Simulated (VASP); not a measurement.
Set up this calculation in VASP 6.6.1, as the native input.

| Item | Value |
| --- | --- |
| Task | single point |
| Functional | PBEsol |
| Potentials or basis | VASP PAW PBE potentials, release 64 (In_d) |
| Cutoff | 520 eV |
| k mesh | 14 × 14 × 14 |
| Occupations | fermi-dirac, width 0.1 eV |
| Spin | no spin polarisation |
| Dipole correction | no |
| Further INCAR settings | ALGO = Normal; EDIFF = 1e-07; NBANDS = 20 |

The structure of In lies in POSCAR:

```
In
1.0
    0.0000000000      3.2801942926      3.2801942926
    3.2801942926      0.0000000000      3.2801942926
    3.2801942926      3.2801942926      0.0000000000
In
2
Direct
    0.1250000000      0.1250000000      0.1250000000
    0.8750000000      0.8750000000      0.8750000000
```

This isn't the form of In at room conditions, which is tetragonal.

The input as run:

INCAR

```
PREC = Accurate
ENCUT = 520
EDIFF = 1E-7
ISMEAR = -1
SIGMA = 0.1
LREAL = F
LASPH = T
NELM = 80
ALGO = Normal
ISIF = 2
LWAVE = F
LCHARG = T
GGA = PS
LELF = T
LVHAR = T
NBANDS = 20
```

KPOINTS

```
regular mesh
0
Gamma
  14 14 14
```

Potentials or basis: VASP PAW PBE potentials, release 64 (In_d).

Run with:

```console
$ cat potpaw_PBE.64/In_d/POTCAR > POTCAR
$ mpirun -np 1 vasp_std > vasp.out
```

Results of the run:

| Property | Result |
| --- | --- |
| Pressure | 0.1 GPa |
| Band gap on the k mesh | zero (bands 13 and 14 overlap by 3.63 eV) |

Caveat: the PAW data sets were made with another functional, which shifts forces and pressure a little; spin-orbit coupling is left out, which moves the levels of the heavy elements.

It took 2.9 min on 1 thread of Intel Xeon 8259CL (shared host), peak memory 0.27 GiB.
